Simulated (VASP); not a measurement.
A run of VASP 6.6.1 is set up as follows.

File INCAR:

```
SYSTEM = K
PREC     = Accurate       ! precision mode
ENCUT    = 520            ! plane-wave cutoff, eV
EDIFF    = 1E-7           ! SCF threshold, eV
ISMEAR   = -1             ! smearing method
SIGMA    = 0.1            ! smearing width, eV
LREAL    = .FALSE.        ! projectors in reciprocal space
LASPH    = .TRUE.         ! aspherical terms in the spheres
NELM     = 100            ! most SCF steps
ALGO     = Normal         ! electronic algorithm
ISIF     = 2              ! what is computed and relaxed
LWAVE    = .FALSE.        ! write WAVECAR
LCHARG   = .FALSE.        ! write CHGCAR
NBANDS   = 10             ! bands
```

File KPOINTS:

```
Automatic mesh
0
G
  13 13 13
  0 0 0
```

The input POSCAR:

```
K
1.0
    4.0473416903      0.0000000000      0.0000000000
    0.0000000000      4.0473416903      0.0000000000
    0.0000000000      0.0000000000      4.0473416903
K
1
Direct
    0.0000000000      0.0000000000      0.0000000000
```

Potentials or basis: VASP PAW LDA potentials, release 64 (K_sv).

Launch:

```console
$ cat potpaw_LDA.64/K_sv/POTCAR > POTCAR
$ mpirun -np 1 vasp_std > vasp.out
```

Estimate the pressure.

0.1 GPa.
